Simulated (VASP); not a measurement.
Hg: single point with PBE+D3(BJ)

Crystal: Hg.

```
CELL_PARAMETERS angstrom
3.33750 0.00000 0.00000
-1.66875 2.89036 0.00000
0.00000 0.00000 9.79415
ATOMIC_POSITIONS crystal
Hg 0.00000 0.00000 0.00000
Hg 0.33333 0.66667 0.25000
Hg 0.00000 0.00000 0.50000
Hg 0.66667 0.33333 0.75000
```

This cell differs from its parent crystal: strain -0.0750 x Voigt [0, 0, 1, 0, 0, 0].

* Program: VASP 6.6.1
* Task: single point
* Functional: PBE
* Dispersion: D3(BJ)
* Potentials or basis: VASP PAW PBE potentials, release 64 (Hg)
* Cutoff: 520 eV
* k mesh: 18 × 18 × 6
* Occupations: gaussian, width 0.15 eV
* Spin: no spin polarisation

* Pressure: 2.2 GPa
* Band gap on the k mesh: zero (band 24 reaches 3.10 eV, above the bottom of band 25 at 1.87 eV)
* Dispersion energy per atom: -0.443 eV

Levels at points of the mesh, in eV from the Fermi level:
```tsv
k point	band 22	band 23	band 24	band 25	band 26	band 27
(0.00, 0.00, 0.00)	-5.71	-5.71	-0.95	-0.32	8.69	8.74
(0.50, 0.00, 0.00)	-2.76	-1.21	-1.13	-0.80	-0.50	3.61
(0.00, 0.00, 0.50)	-5.87	-4.11	-4.11	3.71	3.71	11.50
(0.50, 0.00, 0.50)	-2.50	-2.21	-2.21	1.10	1.10	1.81
```

Wall time 5.4 min on 1 thread of Intel(R) Xeon(R) 6975P-C (Granite Rapids) (shared host), peak memory 0.46 GiB.

Caveat: the cell differs from its parent crystal (strain -0.0750 x Voigt [0, 0, 1, 0, 0, 0]); spin-orbit coupling is left out, which moves the levels of the heavy elements; pairwise dispersion overbinds metals, which lowers pressure and volume.
